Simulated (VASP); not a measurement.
Set up this calculation in VASP 6.6.1, as the native input.

- Task: single point
- Functional: LDA
- Potentials or basis: VASP PAW LDA potentials, release 64 (Mo_sv, S)
- Cutoff: 520 eV
- k mesh: 7 × 7 × 7
- Occupations: gaussian, width 0.05 eV
- Spin: collinear spin, ferromagnetic start
- Starting moments: [2.0, 0.0, 0.0] μB
- Hubbard terms: Mo d U = 7.0 eV, J = 0.5 eV
- Dipole correction: no
- LDAUTYPE: 1
- Hund's J: 0.5
- Further INCAR settings: ALGO = Normal; EDIFF = 1e-06; NBANDS = 24

The structure of MoS2 lies in POSCAR:

```
MoS2
1.0
    1.5814998900      0.9130793900      6.1233282100
   -1.5814998900      0.9130793900      6.1233282100
    0.0000000000     -1.8261587800      6.1233282100
Mo S
1 2
Direct
    0.0000000000      0.0000000000      0.0000000000
    0.7484000000      0.7484000000      0.7484000000
    0.5849000000      0.5849000000      0.5849000000
```

These files were run (other wordings do the same):

INCAR

```
SYSTEM = MoS2
PREC = Accurate
ENCUT = 520
EDIFF = 1E-6
ISMEAR = 0
SIGMA = 0.05
LREAL = .FALSE.
LASPH = .TRUE.
NELM = 150
ALGO = Normal
ISIF = 2
LWAVE = .FALSE.
LCHARG = .FALSE.
ISPIN = 2
MAGMOM = 2 0 0
LORBIT = 11
LMAXMIX = 4
LDAU = .TRUE.
LDAUTYPE = 1
LDAUL = 2 -1
LDAUU = 7 0
LDAUJ = 0.5 0
LDAUPRINT = 1
NBANDS = 24
```

KPOINTS

```
regular mesh
0
G
  7 7 7
  0 0 0
```

Potentials or basis: VASP PAW LDA potentials, release 64 (Mo_sv, S).

The run is started by

```sh
$ cat potpaw_LDA.64/Mo_sv/POTCAR potpaw_LDA.64/S/POTCAR > POTCAR
$ mpirun -np 1 vasp_std > vasp.out
```

It gave:

* Pressure: 5.7 GPa
* Largest force: 1.314 eV/Å
* Band gap on the k mesh: 0.90 eV, indirect (least direct gap 2.05 eV)
* Net moment: 0.00 μB per cell
* Valence electrons inside the program's atomic spheres: Mo 12.48; S 3.73

Caveat: forces of over 1 eV/Å act on the atoms, so gaps and moduli don't describe the material at rest.

Run time: 3.6 min on 1 thread of Intel(R) Xeon(R) Platinum 8488C (Sapphire Rapids), on a shared host, peak memory 0.3 GiB.
